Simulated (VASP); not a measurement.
# ScTl2PtN3 (P3m1) in VASP: a series of runs

ScTl2PtN3 is run at these levels: PBE; tasks: single point, relaxation of cell and atoms.

All numbers are computed with VASP 6.6.1; they aren't measurements. Logs are shortened: lines on timing, memory, paths and dates and some standing lists are left out, and cuts for length are marked.

## 1. The cell of the first run

Symmetry: P3m1, No. 156, trigonal system. The conventional cell has a = 3.306 Å, b = 3.306 Å, c = 11.704 Å, α = 90.00°, β = 90.00°, γ = 120.00°. Within 2.9 Å of Sc (site symmetry 3m) lie 6 N at 2.17 to 2.35 Å. Tl (site symmetry 3m) has 3 N at 2.79 Å and 1 Pt at 3.01 Å and 6 Tl at 3.31 Å within 3.7 Å. Tl (site symmetry 3m) has 3 N at 2.59 Å and 6 Tl at 3.31 Å and 3 Sc at 3.38 Å within 3.4 Å. Within 2.8 Å of Pt (site symmetry 3m) lie 6 N at 2.14 to 2.17 Å. N (site symmetry 3m) has 3 Sc at 2.17 Å and 3 Tl at 2.59 Å within 2.9 Å. N (site symmetry 3m) has 3 Pt at 2.17 Å and 3 Sc at 2.35 Å and 3 N at 2.76 Å within 2.9 Å. N (site symmetry 3m) has 3 Pt at 2.14 Å and 3 N at 2.76 Å and 3 Tl at 2.79 Å within 2.8 Å.

## 2. Single point, PBE

INCAR reads:

```
SYSTEM = ScTl2PtN3
ALGO = Normal
EDIFF = 1E-7
ENCUT = 520
GGA = PE
ISIF = 2
ISMEAR = 0
LASPH = .True.
LCHARG = .False.
LREAL = .False.
LWAVE = .False.
NBANDS = 40
NELM = 80
PREC = Accurate
SIGMA = 0.15
```

KPOINTS reads:

```
k-points
0
Gamma
  4 4 1
  0 0 0
```

POSCAR reads:

```
ScTl2PtN3
1.0
    3.3055610505      0.0000000000      0.0000000000
   -1.6527805253      2.8626998435      0.0000000000
    0.0000000000      0.0000000000     11.7042928525
Sc Tl Pt N
1 2 1 3
Direct
    0.0000000000      0.0000000000      0.3936669519
    0.3333333333      0.6666666667      0.8557006270
    0.6666666667      0.3333333333      0.1551022885
    0.3333333333      0.6666666667      0.5984546395
    0.3333333333      0.6666666667      0.3046605289
    0.6666666667      0.3333333333      0.5108132875
    0.0000000000      0.0000000000      0.6816016767
```

Potentials or basis: VASP PAW PBE potentials, release 64 (Sc_sv, Tl_d, Pt, N).

Launch:

```bash
> cat potpaw_PBE.64/Sc_sv/POTCAR potpaw_PBE.64/Tl_d/POTCAR potpaw_PBE.64/Pt/POTCAR potpaw_PBE.64/N/POTCAR > POTCAR
> mpirun -np 1 vasp_std > vasp.out
```

OUTCAR:

```text
SYSTEM = ScTl2PtN3
   EDIFF = 1E-7
   ENCUT = 520
   GGA = PE
   ISIF = 2
   ISMEAR = 0
   LASPH = .True.
   LREAL = .False.
   NELM = 80
   PREC = Accurate

 ion  position               nearest neighbor table
   1  0.000  0.000  0.394-   5 2.17   5 2.17   5 2.17   6 2.35   6 2.35   6 2.35   4 3.06   4 3.06
                             4 3.06   3 3.38   3 3.38   3 3.38
   2  0.333  0.667  0.856-   7 2.79   7 2.79   7 2.79   4 3.01   3 3.99   3 3.99   3 3.99
   3  0.667  0.333  0.155-   5 2.59   5 2.59   5 2.59   1 3.38   1 3.38   1 3.38   2 3.99   2 3.99
                             2 3.99
   4  0.333  0.667  0.598-   7 2.14   7 2.14   7 2.14   6 2.17   6 2.17   6 2.17   2 3.01   1 3.06
                             1 3.06   1 3.06
   5  0.333  0.667  0.305-   1 2.17   1 2.17   1 2.17   3 2.59   3 2.59   3 2.59
   6  0.667  0.333  0.511-   4 2.17   4 2.17   4 2.17   1 2.35   1 2.35   1 2.35
   7  0.000  0.000  0.682-   4 2.14   4 2.14   4 2.14   2 2.79   2 2.79   2 2.79

  LATTYP: Found a hexagonal cell.
 ALAT       =     3.3055610505
 C/A-ratio  =     3.5407885904

  Lattice vectors:

 A1 = (   3.3055610505,   0.0000000000,   0.0000000000)
 A2 = (  -1.6527805253,   2.8626998435,   0.0000000000)
 A3 = (   0.0000000000,   0.0000000000,  11.7042928525)

Analysis of symmetry for initial positions (statically):
=====================================================================
 Subroutine PRICEL returns:
 Original cell was already a primitive cell.

 Routine SETGRP: Setting up the symmetry group for a
 hexagonal supercell.

 Subroutine GETGRP returns: Found  6 space group operations
 (whereof  6 operations were pure point group operations)
 out of a pool of 24 trial point group operations.

The static configuration has the point symmetry C_3v.

Analysis of symmetry for dynamics (positions and initial velocities):
=====================================================================
 Subroutine PRICEL returns:
 Original cell was already a primitive cell.

 Routine SETGRP: Setting up the symmetry group for a
 hexagonal supercell.

 Subroutine GETGRP returns: Found  6 space group operations
 (whereof  6 operations were pure point group operations)
 out of a pool of 24 trial point group operations.

The dynamic configuration has the point symmetry C_3v.

 Subroutine INISYM returns: Found  6 space group operations
 (whereof  6 operations are pure point group operations),
 and found     1 'primitive' translations

----------------------------------------------------------------------------------------

                                     Primitive cell

  volume of cell :     110.7557

  direct lattice vectors                    reciprocal lattice vectors
     3.305561051  0.000000000  0.000000000     0.302520506  0.174660295  0.000000000
    -1.652780525  2.862699844  0.000000000     0.000000000  0.349320591  0.000000000
     0.000000000  0.000000000 11.704292853     0.000000000  0.000000000  0.085438737

  length of vectors
     3.305561051  3.305561051 11.704292853     0.349320591  0.349320591  0.085438737

  position of ions in fractional coordinates (direct lattice)
     0.000000000  0.000000000  0.393666952
     0.333333333  0.666666667  0.855700627
     0.666666667  0.333333333  0.155102288
     0.333333333  0.666666667  0.598454639
     0.333333333  0.666666667  0.304660529
     0.666666667  0.333333333  0.510813287
     0.000000000  0.000000000  0.681601677

  ion indices of the primitive-cell ions
   primitive index   ion index
                 1           1
                 2           2
                 3           3
                 4           4
                 5           5
                 6           6
                 7           7

----------------------------------------------------------------------------------------

 KPOINTS: k-points

Automatic generation of k-mesh.
 Grid dimensions read from file:
 generate k-points for:    4    4    1

 Generating k-lattice:

  Cartesian coordinates                     Fractional coordinates (reciprocal lattice)
     0.075630126  0.043665074  0.000000000     0.250000000  0.000000000  0.000000000
     0.000000000  0.087330148  0.000000000     0.000000000  0.250000000  0.000000000
     0.000000000  0.000000000  0.085438737     0.000000000  0.000000000  1.000000000

  Length of vectors
     0.087330148  0.087330148  0.085438737

  Shift w.r.t. Gamma in fractional coordinates (k-lattice)
     0.000000000  0.000000000  0.000000000

 Subroutine IBZKPT returns following result:
 ===========================================

 Found      4 irreducible k-points:

 Following reciprocal coordinates:
            Coordinates               Weight
  0.000000  0.000000  0.000000      1.000000
  0.250000  0.000000  0.000000      6.000000
  0.500000  0.000000  0.000000      3.000000
  0.250000  0.250000  0.000000      6.000000
   k-points           NKPTS =      4   k-points in BZ     NKDIM =      4   number of bands    NBANDS=     40
   number of dos      NEDOS =    301   number of ions     NIONS =      7
   total plane-waves  NPLWV =  70560
   dimension x,y,z NGX =    28 NGY =   28 NGZ =   90
   dimension x,y,z NGXF=    56 NGYF=   56 NGZF=  180
   ions per type =               1   2   1   3
   NGX,Y,Z   is equivalent  to a cutoff of  14.08, 14.08, 12.78 a.u.
   NGXF,Y,Z  is equivalent  to a cutoff of  28.16, 28.16, 25.57 a.u.
 SYSTEM =  ScTl2PtN3
   PREC   = accura    normal or accurate (medium, high low for compatibility)
   ISTART =      0    job   : 0-new  1-cont  2-samecut
   ICHARG =      2    charge: 1-file 2-atom 10-const
   ISPIN  =      1    spin polarized calculation?
   LNONCOLLINEAR =      F non collinear calculations
   LSORBIT =      F    spin-orbit coupling
   LASPH  =      T    aspherical Exc in radial PAW
   ENCUT  =  520.0 eV  38.22 Ry    6.18 a.u.   6.15  6.15 21.76*2*pi/ulx,y,z
   NELM   =     80;   NELMIN=  2; NELMDL= -5     # of ELM steps
   EDIFF  = 0.1E-06   stopping-criterion for ELM
   LREAL  =      F    real-space projection
   EDIFFG = 0.1E-05   stopping-criterion for IOM
   NSW    =      0    number of steps for IOM
   IBRION =     -1    ionic relax: 0-MD 1-quasi-New 2-CG
   NFREE  =      0    steps in history (QN), initial steepest desc. (CG)
   ISIF   =      2    stress and relaxation
   ISYM   =      2    0-nonsym 1-usesym 2-fastsym
   POTIM  = 0.5000    time-step for ionic-motion
   TEBEG  =    0.0;   TEEND  =   0.0 temperature during run
   PSTRESS=    0.0 pullay stress
   NELECT =      62.0000    total number of electrons
   NUPDOWN=      -1.0000    fix difference up-down
   EMIN   =  10.00;   EMAX   =-10.00  energy-range for DOS
   EFERMI =   0.00;   METHOD = LEGACY
   ISMEAR =     0;   SIGMA  =   0.15  broadening in eV -4-tet -1-fermi 0-gaus
   EFERMI_NEDOS =   21; number of points for ismear=-14 and -15
   IALGO  =     38    algorithm
   IMIX   =      4    mixing-type and parameters
     AMIX     =   0.40;   BMIX     =  1.00
     AMIX_MAG =   1.60;   BMIX_MAG =  1.00
  volume/ion in A,a.u.               =      15.82       106.77
  Fermi-wavevector in a.u.,A,eV,Ry     =   1.349222  2.549659 24.768037  1.820399
  Thomas-Fermi vector in A             =   2.476826
   LORBIT       =      0    0 simple, 1 ext, 2 COOP (PROOUT), +10 PAW based schemes
   GGA     = PE    functional components
   LHFCALC =     F    Hartree Fock is set to
   AEXX    =    0.0000 exact exchange contribution
   IVDW    =     0    specifies the selected vdW correction
   LEPSILON=     F    determine dielectric tensor
   LRPA    =     F    only Hartree local field effects (RPA)
 non-spin polarized calculation
 Gauss-broadening in eV      SIGMA  =   0.15
  energy-cutoff  :      520.00
  volume of cell :      110.76
 maximum number of plane-waves:      2996
 NGX is ok and might be reduce to    28
   NGX = 13   NGY = 13   NGZ = 43

 number of electron      61.9999998 magnetization

 Free energy of the ion-electron system (eV)
  ---------------------------------------------------
  ext. energy  EPLUGINS =         0.00000000
  ---------------------------------------------------
  free energy    TOTEN  =       -42.26317130 eV

  energy without entropy =      -42.26057313  energy(sigma->0) =      -42.26187222

 E-fermi :   6.6380     XC(G=0): -11.1238

 val. band max:        6.3716297033   @ k =   0.2500   0.0000   0.0000
 cond. band min:       6.8773751531   @ k =   0.5000   0.0000   0.0000
 fundamental gap:      0.5057454498
 Fermi energy:         6.6380291015

 k-point     1 :       0.0000    0.0000    0.0000
  band No.  band energies     occupation
      1     -41.9309      2.00000
      2     -20.7380      2.00000
      3     -20.3936      2.00000
      4     -20.3936      2.00000
      5      -9.2650      2.00000
      6      -7.1764      2.00000
[... 32 lines left out ...]
     39      12.8806      0.00000
     40      12.8809      0.00000

 k-point     2 :       0.2500    0.0000    0.0000
  band No.  band energies     occupation
      1     -41.9107      2.00000
      2     -20.6948      2.00000
      3     -20.5843      2.00000
      4     -20.4325      2.00000
      5      -8.5212      2.00000
      6      -7.2050      2.00000
[... 32 lines left out ...]
     39      11.7531      0.00000
     40      12.3517      0.00000

 k-point     3 :       0.5000    0.0000    0.0000
  band No.  band energies     occupation
      1     -41.8903      2.00000
      2     -20.7713      2.00000
      3     -20.6469      2.00000
      4     -20.4712      2.00000
      5      -7.8085      2.00000
      6      -7.2652      2.00000
[... 32 lines left out ...]
     39      11.3641      0.00000
     40      12.5228      0.00000

 k-point     4 :       0.2500    0.2500    0.0000
  band No.  band energies     occupation
      1     -41.8904      2.00000
      2     -20.6983      2.00000
      3     -20.6491      2.00000
      4     -20.5454      2.00000
      5      -7.6805      2.00000
      6      -7.3963      2.00000
[... 32 lines left out ...]
     39      11.0059      0.00000
     40      11.1219      0.00000

------------------------ aborting loop because EDIFF is reached ----------------------------------------

  FORCE on cell =-STRESS in cart. coord.  units (eV):
  Direction    XX          YY          ZZ          XY          YZ          ZX
  --------------------------------------------------------------------------------------
  -------------------------------------------------------------------------------------
  Total        0.0456725      0.0456725     -0.0710609     -0.0000000      0.0000000      0.0000000
  in kB        0.6606916      0.6606916     -1.0279567     -0.0000000      0.0000000      0.0000000
  external PRESSURE =       0.0978088 kB  Pullay stress =       0.0000000 kB

 VOLUME and BASIS-vectors are now :
 -----------------------------------------------------------------------------
  energy-cutoff  :      520.00
  volume of cell :      110.76
      direct lattice vectors                 reciprocal lattice vectors
     3.305561051  0.000000000  0.000000000     0.302520506  0.174660295  0.000000000
    -1.652780525  2.862699844  0.000000000     0.000000000  0.349320591  0.000000000
     0.000000000  0.000000000 11.704292853     0.000000000  0.000000000  0.085438737

 POSITION                                       TOTAL-FORCE (eV/Angst)
 -----------------------------------------------------------------------------------
      0.00000      0.00000      4.60759         0.000000     -0.000000      0.055976
     -0.00000      1.90847     10.01537        -0.000000     -0.000000      0.009803
      1.65278      0.95423      1.81536        -0.000000      0.000000     -0.004985
     -0.00000      1.90847      7.00449         0.000000     -0.000000     -0.012125
     -0.00000      1.90847      3.56584         0.000000     -0.000000     -0.076055
      1.65278      0.95423      5.97871         0.000000     -0.000000      0.021171
      0.00000      0.00000      7.97767        -0.000000     -0.000000      0.006215
 -----------------------------------------------------------------------------------
    total drift:                                0.000000     -0.000000     -0.000415

  FREE ENERGIE OF THE ION-ELECTRON SYSTEM (eV)
  ---------------------------------------------------
  free  energy   TOTEN  =       -42.2631713008 eV

  energy  without entropy=      -42.2605731307  energy(sigma->0) =      -42.26187222
```

It took 21 s on 1 thread of AMD EPYC 9R45 (Zen 5), shared host; peak memory 0.22 GiB.

What came out:

- Free energy: -42.2632 eV
- Pressure: 0.0 GPa
- Largest force: 0.076 eV/Å
- Band gap on the k mesh: 0.51 eV, indirect (least direct gap 1.36 eV)

Forces on the atoms (eV/Å):
```
Sc   0.000  0.000  0.056
Tl   0.000  0.000  0.010
Tl   0.000  0.000 -0.005
Pt   0.000  0.000 -0.012
N    0.000  0.000 -0.076
N    0.000  0.000  0.021
N    0.000  0.000  0.006
```

Caveat: the k points lie up to 0.55 Å⁻¹ apart; spin-orbit coupling is left out, which moves the levels of the heavy elements. PBE gaps usually lie below the measured ones, often by a third to a half.

(Continued in part 2 of 2.)
